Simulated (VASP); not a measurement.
# Sb (I4/mmm) in VASP: further runs

Runs on Sb. Level: PBE. Tasks: electric field gradients.

Everything below comes from runs of VASP 6.6.1. Logs are shortened: lines on timing, memory, paths and dates and some standing lists are left out, and cuts for length are marked.

### Step 1. The cell of the first run

Symmetry: I4/mmm, No. 139, tetragonal system. The conventional cell has a = 3.050 Å, b = 3.050 Å, c = 5.025 Å, α = 90.00°, β = 90.00°, γ = 90.00°. Sb (site symmetry 4/mmm) has 12 Sb at 3.05 to 3.31 Å within 4.0 Å.

### Step 2. Electric field gradients, PBE (volume scaled by 1.04)

INCAR reads:

```
ALGO = Normal
EDIFF = 1E-8
ENCUT = 520
GGA = PE
ISIF = 2
ISMEAR = -1
LASPH = True
LCHARG = False
LEFG = True
LREAL = False
LWAVE = False
NBANDS = 8
NELM = 60
PREC = Accurate
SIGMA = 0.05
```

KPOINTS reads:

```
k-points
0
Gamma
  19 19 19
```

POSCAR reads:

```
Sb
1.0
   -1.5248049028      1.5248049028      2.5126353215
    1.5248049028     -1.5248049028      2.5126353215
    1.5248049028      1.5248049028     -2.5126353215
Sb
1
Direct
    0.0000000000      0.0000000000      0.0000000000
```

Potentials or basis: VASP PAW PBE potentials, release 64 (Sb).

Launch:

```bash
> cat potpaw_PBE.64/Sb/POTCAR > POTCAR
> mpirun -np 1 vasp_std > vasp.out
```

OUTCAR:

```text
EDIFF = 1E-8
   ENCUT = 520
   GGA = PE
   ISIF = 2
   ISMEAR = -1
   LASPH = True
   LREAL = False
   NELM = 60
   PREC = Accurate

 ion  position               nearest neighbor table
   1  0.000  0.000  0.000-

  LATTYP: Found a body centered tetragonal cell.
 ALAT       =     3.0496098056
 C/A-ratio  =     1.6478405315

  Lattice vectors:

 A1 = (  -1.5248049028,   1.5248049028,   2.5126353215)
 A2 = (   1.5248049028,  -1.5248049028,   2.5126353215)
 A3 = (   1.5248049028,   1.5248049028,  -2.5126353215)

Analysis of symmetry for initial positions (statically):
=====================================================================
 Subroutine PRICEL returns:
 Original cell was already a primitive cell.

 Routine SETGRP: Setting up the symmetry group for a
 body centered tetragonal supercell.

 Subroutine GETGRP returns: Found 16 space group operations
 (whereof 16 operations were pure point group operations)
 out of a pool of 16 trial point group operations.

The static configuration has the point symmetry D_4h.

Analysis of symmetry for dynamics (positions and initial velocities):
=====================================================================
 Subroutine PRICEL returns:
 Original cell was already a primitive cell.

 Routine SETGRP: Setting up the symmetry group for a
 body centered tetragonal supercell.

 Subroutine GETGRP returns: Found 16 space group operations
 (whereof 16 operations were pure point group operations)
 out of a pool of 16 trial point group operations.

The dynamic configuration has the point symmetry D_4h.

 Subroutine INISYM returns: Found 16 space group operations
 (whereof 16 operations are pure point group operations),
 and found     1 'primitive' translations

----------------------------------------------------------------------------------------

                                     Primitive cell

  volume of cell :      23.3678

  direct lattice vectors                    reciprocal lattice vectors
    -1.524804903  1.524804903  2.512635321     0.000000000  0.327910803  0.198994257
     1.524804903 -1.524804903  2.512635321     0.327910803  0.000000000  0.198994257
     1.524804903  1.524804903 -2.512635321     0.327910803  0.327910803  0.000000000

  length of vectors
     3.311101968  3.311101968  3.311101968     0.383567737  0.383567737  0.463735905

  position of ions in fractional coordinates (direct lattice)
     0.000000000  0.000000000  0.000000000

  ion indices of the primitive-cell ions
   primitive index   ion index
                 1           1

----------------------------------------------------------------------------------------

 KPOINTS: k-points

Automatic generation of k-mesh.
 Grid dimensions read from file:
 generate k-points for:   19   19   19

 Generating k-lattice:

  Cartesian coordinates                     Fractional coordinates (reciprocal lattice)
     0.000000000  0.017258463  0.010473382     0.052631579  0.000000000 -0.000000000
     0.017258463  0.000000000  0.010473382     0.000000000  0.052631579 -0.000000000
     0.017258463  0.017258463  0.000000000     0.000000000  0.000000000  0.052631579

  Length of vectors
     0.020187776  0.020187776  0.024407153

  Shift w.r.t. Gamma in fractional coordinates (k-lattice)
     0.000000000  0.000000000  0.000000000

 Subroutine IBZKPT returns following result:
 ===========================================

 Found    550 irreducible k-points:

 Following reciprocal coordinates:
            Coordinates               Weight
  0.000000  0.000000  0.000000      1.000000
  0.052632  0.000000 -0.000000      8.000000
  0.105263  0.000000 -0.000000      8.000000
  0.157895 -0.000000  0.000000      8.000000
  0.210526 -0.000000  0.000000      8.000000
  0.263158 -0.000000  0.000000      8.000000
[... 16 lines left out ...]
 -0.315789  0.052632 -0.000000     16.000000
 -0.263158  0.052632 -0.000000     16.000000
 [... further k-points ...]
   k-points           NKPTS =    550   k-points in BZ     NKDIM =    550   number of bands    NBANDS=      8
   number of dos      NEDOS =    301   number of ions     NIONS =      1
   total plane-waves  NPLWV =  21952
   dimension x,y,z NGX =    28 NGY =   28 NGZ =   28
   dimension x,y,z NGXF=    56 NGYF=   56 NGZF=   56
   ions per type =               1
   NGX,Y,Z   is equivalent  to a cutoff of  14.06, 14.06, 14.06 a.u.
   NGXF,Y,Z  is equivalent  to a cutoff of  28.12, 28.12, 28.12 a.u.
 SYSTEM =  unknown system
   PREC   = accura    normal or accurate (medium, high low for compatibility)
   ISTART =      0    job   : 0-new  1-cont  2-samecut
   ICHARG =      2    charge: 1-file 2-atom 10-const
   ISPIN  =      1    spin polarized calculation?
   LNONCOLLINEAR =      F non collinear calculations
   LSORBIT =      F    spin-orbit coupling
   LASPH  =      T    aspherical Exc in radial PAW
   ENCUT  =  520.0 eV  38.22 Ry    6.18 a.u.   6.16  6.16  6.16*2*pi/ulx,y,z
   NELM   =     60;   NELMIN=  2; NELMDL= -5     # of ELM steps
   EDIFF  = 0.1E-07   stopping-criterion for ELM
   LREAL  =      F    real-space projection
   EDIFFG = 0.1E-06   stopping-criterion for IOM
   NSW    =      0    number of steps for IOM
   IBRION =     -1    ionic relax: 0-MD 1-quasi-New 2-CG
   NFREE  =      0    steps in history (QN), initial steepest desc. (CG)
   ISIF   =      2    stress and relaxation
   ISYM   =      2    0-nonsym 1-usesym 2-fastsym
   POTIM  = 0.5000    time-step for ionic-motion
   TEBEG  =    0.0;   TEEND  =   0.0 temperature during run
   PSTRESS=    0.0 pullay stress
   NELECT =       5.0000    total number of electrons
   NUPDOWN=      -1.0000    fix difference up-down
   EMIN   =  10.00;   EMAX   =-10.00  energy-range for DOS
   EFERMI =   0.00;   METHOD = LEGACY
   ISMEAR =    -1;   SIGMA  =   0.05  broadening in eV -4-tet -1-fermi 0-gaus
   EFERMI_NEDOS =   21; number of points for ismear=-14 and -15
   IALGO  =     38    algorithm
   IMIX   =      4    mixing-type and parameters
     AMIX     =   0.40;   BMIX     =  1.00
     AMIX_MAG =   1.60;   BMIX_MAG =  1.00
  volume/ion in A,a.u.               =      23.37       157.69
  Fermi-wavevector in a.u.,A,eV,Ry     =   0.979172  1.850366 13.044955  0.958777
  Thomas-Fermi vector in A             =   2.110004
   LORBIT       =      0    0 simple, 1 ext, 2 COOP (PROOUT), +10 PAW based schemes
   GGA     = PE    functional components
   LHFCALC =     F    Hartree Fock is set to
   AEXX    =    0.0000 exact exchange contribution
   IVDW    =     0    specifies the selected vdW correction
   LEPSILON=     F    determine dielectric tensor
   LRPA    =     F    only Hartree local field effects (RPA)
 non-spin polarized calculation
  energy-cutoff  :      520.00
  volume of cell :       23.37
 maximum number of plane-waves:       645
 NGX is ok and might be reduce to    28
   NGX = 13   NGY = 13   NGZ = 13

 number of electron       5.0000000 magnetization

 Free energy of the ion-electron system (eV)
  ---------------------------------------------------
  ext. energy  EPLUGINS =         0.00000000
  ---------------------------------------------------
  free energy    TOTEN  =        -3.68068150 eV

  energy without entropy =       -3.67594854  energy(sigma->0) =       -3.67831502

 E-fermi :  10.5517     XC(G=0): -10.8596

 val. band max:       10.5454332945   @ k =  -0.2105  -0.3684   0.1579
 cond. band min:      10.5530724484   @ k =  -0.2632   0.2632   0.0526
 fundamental gap:      0.0076391539
 Fermi energy:        10.5517122217

 k-point     1 :       0.0000    0.0000    0.0000
  band No.  band energies     occupation
      1      -3.6418      2.00000
      2      16.6550      0.00000
      3      16.9668      0.00000
      4      16.9668      0.00000
      5      20.4581      0.00000
      6      20.9693      0.00000
      7      21.5036      0.00000
      8      21.5036      0.00000

 k-point     2 :       0.0526    0.0000   -0.0000
  band No.  band energies     occupation
      1      -3.5787      2.00000
      2      16.1871      0.00000
      3      16.5743      0.00000
      4      16.9308      0.00000
      5      20.2056      0.00000
      6      20.8229      0.00000
      7      21.6227      0.00000
      8      21.8640      0.00000

 k-point     3 :       0.1053    0.0000   -0.0000
  band No.  band energies     occupation
      1      -3.3893      2.00000
      2      14.6966      0.00000
      3      16.0943      0.00000
      4      16.8377      0.00000
      5      19.7060      0.00000
      6      20.7580      0.00000
      7      21.9592      0.00000
      8      21.9640      0.00000

 k-point     4 :       0.1579   -0.0000    0.0000
  band No.  band energies     occupation
      1      -3.0741      2.00000
      2      12.9221      0.00000
      3      15.5145      0.00000
      4      16.7201      0.00000
      5      19.2447      0.00000
      6      20.4296      0.00000
      7      22.4539      0.00000
      8      22.6597      0.00000

 k-point     5 :       0.2105   -0.0000    0.0000
  band No.  band energies     occupation
      1      -2.6343      2.00000
      2      11.1106      0.00003
      3      14.9180      0.00000
      4      16.6087      0.00000
      5      18.7967      0.00000
      6      20.2005      0.00000
      7      22.9509      0.00000
      8      23.5329      0.00000

 k-point     6 :       0.2632   -0.0000    0.0000
  band No.  band energies     occupation
      1      -2.0725      2.00000
      2       9.3506      2.00000
      3      14.3645      0.00000
      4      16.5228      0.00000
      5      18.3876      0.00000
      6      20.1018      0.00000
      7      22.9112      0.00000
      8      23.7803      0.00000

 k-point     7 :       0.3158   -0.0000    0.0000
  band No.  band energies     occupation
      1      -1.3951      2.00000
      2       7.6873      2.00000
      3      13.8903      0.00000
      4      16.4699      0.00000
      5      18.0448      0.00000
      6      20.1154      0.00000
      7      22.4025      0.00000
      8      23.0326      0.00000
[... 133 lines left out ...]
 k-point    20 :      -0.4737    0.0526   -0.0000
  band No.  band energies     occupation
      1       0.8059      2.00000
      2       4.1272      2.00000
      3      12.9765      0.00000
      4      15.9776      0.00000
      5      17.7284      0.00000
      6      19.7813      0.00000
      7      21.7382      0.00000
      8      22.5326      0.00000

 k-point    21 :      -0.4211    0.0526    0.0000
  band No.  band energies     occupation
      1       0.0464      2.00000
      2       5.2078      2.00000
      3      13.1157      0.00000
      4      16.0726      0.00000
      5      17.8596      0.00000
      6      19.9465      0.00000
      7      21.7074      0.00000
      8      22.7852      0.00000

 k-point    22 :      -0.3684    0.0526    0.0000
  band No.  band energies     occupation
      1      -0.7754      2.00000
      2       6.6008      2.00000
      3      13.3754      0.00000
      4      16.1566      0.00000
      5      18.0770      0.00000
      6      20.2434      0.00000
      7      21.6528      0.00000
      8      23.2781      0.00000

 k-point    23 :      -0.3158    0.0526   -0.0000
  band No.  band energies     occupation
      1      -1.5282      2.00000
      2       8.1664      2.00000
      3      13.7468      0.00000
      4      16.2428      0.00000
      5      18.3683      0.00000
      6      20.5613      0.00000
      7      21.7783      0.00000
      8      23.5242      0.00000

 k-point    24 :      -0.2632    0.0526   -0.0000
  band No.  band energies     occupation
      1      -2.1756      2.00000
      2       9.8538      2.00000
      3      14.2154      0.00000
      4      16.3445      0.00000
      5      18.7054      0.00000
      6      20.7560      0.00000
      7      22.1947      0.00000
      8      22.8823      0.00000

 [... further k-points ...]
[... 5 lines left out ...]
  --------------------------------------------------------------------------------------
  -------------------------------------------------------------------------------------
  Total        2.1445312      2.1445312      1.9197973      0.0000000     -0.0000000      0.0000000
  in kB      147.0364280    147.0364280    131.6278972      0.0000000     -0.0000000      0.0000000
  external PRESSURE =     141.9002511 kB  Pullay stress =       0.0000000 kB

 VOLUME and BASIS-vectors are now :
 -----------------------------------------------------------------------------
  energy-cutoff  :      520.00
  volume of cell :       23.37
      direct lattice vectors                 reciprocal lattice vectors
    -1.524804903  1.524804903  2.512635321     0.000000000  0.327910803  0.198994257
     1.524804903 -1.524804903  2.512635321     0.327910803  0.000000000  0.198994257
     1.524804903  1.524804903 -2.512635321     0.327910803  0.327910803  0.000000000

 POSITION                                       TOTAL-FORCE (eV/Angst)
 -----------------------------------------------------------------------------------
      0.00000      0.00000      0.00000         0.000000      0.000000      0.000000
 -----------------------------------------------------------------------------------
    total drift:                                0.000000      0.000000     -0.000000

  FREE ENERGIE OF THE ION-ELECTRON SYSTEM (eV)
  ---------------------------------------------------
  free  energy   TOTEN  =        -3.6806815049 eV

  energy  without entropy=       -3.6759485390  energy(sigma->0) =       -3.67831502

 Electric field gradients (V/A^2)
---------------------------------------------------------------------
 ion       V_xx      V_yy      V_zz      V_xy      V_xz      V_yz
---------------------------------------------------------------------
   1     -19.650   -19.650    39.301    -0.000    -0.000    -0.000
---------------------------------------------------------------------

 Electric field gradients after diagonalization (V/A^2)
 (convention: |V_zz| > |V_xx| > |V_yy|)
----------------------------------------------------------------------
 ion       V_xx      V_yy      V_zz     asymmetry (V_yy - V_xx)/ V_zz
----------------------------------------------------------------------
   1     -19.650   -19.650    39.301       0.000
----------------------------------------------------------------------

           NMR quadrupolar parameters

 Cq : quadrupolar parameter    Cq=e*Q*V_zz/h
 eta: asymmetry parameters     (V_yy - V_xx)/ V_zz
 Q  : nuclear electric quadrupole moment in mb (millibarn)
----------------------------------------------------------------------
 ion       Cq(MHz)       eta       Q (mb)
----------------------------------------------------------------------
   1       0.095       0.000       1.000
----------------------------------------------------------------------
```

It took 2.3 min on 1 thread of AMD EPYC 7R13 (Zen 3), shared host; peak memory 0.21 GiB.

What came out:

```yaml
Free_energy: -3.6807 eV
Pressure: 14.2 GPa
```

Electric field gradients, principal values (V/Å²):
```csv
atom,least,middle,greatest (by size)
1 Sb,-19.650,-19.650,39.301
```

Caveat: without QUAD_EFG the Cq values of the log hold for a quadrupole moment of 1 mb, not for the nuclei; spin-orbit coupling is left out, which moves the levels of the heavy elements.

(Continued in part 2 of 2.)
